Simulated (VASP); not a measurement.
Write the native input for VASP 6.6.1 that does the following.

```yaml
Task: single point
Functional: r2SCAN
Potentials_or_basis: VASP PAW PBE potentials, release 64 (Sn_d, Se)
Cutoff: 520 eV
k_mesh: 4 × 6 × 6
Occupations: gaussian, width 0.02 eV
Spin: no spin polarisation
Dipole_correction: no
Further_INCAR_settings: ALGO = Normal; EDIFF = 1e-06; NBANDS = 50
```

The system is SnSe.

```
Sn Se
1.0
    11.43387    0.00000    0.00000
     0.00000    4.10547    0.00000
     0.00000    0.00000    4.53067
Sn Se
4 4
Cartesian
  1.3320 1.0264 0.5162
  4.3849 3.0791 2.7815
  7.0489 1.0264 1.7492
  10.1019 3.0791 4.0145
  4.0476 1.0264 0.0680
  1.6693 3.0791 2.3333
  9.7645 1.0264 2.1973
  7.3863 3.0791 4.4627
```

One way to write it, as run:

POSCAR

```
SnSe
1.0
   11.4338699315      0.0000000000      0.0000000000
    0.0000000000      4.1054711882      0.0000000000
    0.0000000000      0.0000000000      4.5306730753
Sn Se
4 4
Direct
    0.1164946973      0.2500000000      0.1139235138
    0.3835053027      0.7500000000      0.6139235138
    0.6164946973      0.2500000000      0.3860764862
    0.8835053027      0.7500000000      0.8860764862
    0.3540010579      0.2500000000      0.0150101567
    0.1459989421      0.7500000000      0.5150101567
    0.8540010579      0.2500000000      0.4849898433
    0.6459989421      0.7500000000      0.9849898433
```

INCAR.step1

```
PREC = Accurate
ENCUT = 520
ISMEAR = 0
SIGMA = 0.02
LREAL = F
LASPH = T
NELM = 80
NBANDS = 50
GGA = PE
ALGO = Normal
EDIFF = 1E-4
LWAVE = T
LCHARG = F
```

INCAR.step2

```
PREC = Accurate
ENCUT = 520
EDIFF = 1E-6
ISMEAR = 0
SIGMA = 0.02
LREAL = F
LASPH = T
NELM = 80
ALGO = Normal
ISIF = 2
LWAVE = F
LCHARG = F
METAGGA = R2SCAN
LMIXTAU = T
NBANDS = 50
ISTART = 1
```

KPOINTS

```
Automatic mesh
0
Gamma
  4 6 6
```

Potentials or basis: VASP PAW PBE potentials, release 64 (Sn_d, Se).

Run with:

```sh
$ cat potpaw_PBE.64/Sn_d/POTCAR potpaw_PBE.64/Se/POTCAR > POTCAR
$ cp INCAR.step1 INCAR
$ mpirun -np 1 vasp_std > vasp.out
$ cp INCAR.step2 INCAR
$ mpirun -np 1 vasp_std > vasp.out
```

Results of the run:

| Item | Value |
| --- | --- |
| Pressure | 1.8 GPa |
| Largest force | 0.021 eV/Å |
| Band gap on the k mesh | 0.85 eV (least direct gap 1.14 eV) |

Caveat: the PAW data sets were made with another functional, which shifts forces and pressure a little; spin-orbit coupling is left out, which moves the levels of the heavy elements.

Wall time 45 min on 1 thread of Oxide Virtual Turin-like Processor, on a shared host, peak memory 0.57 GiB.
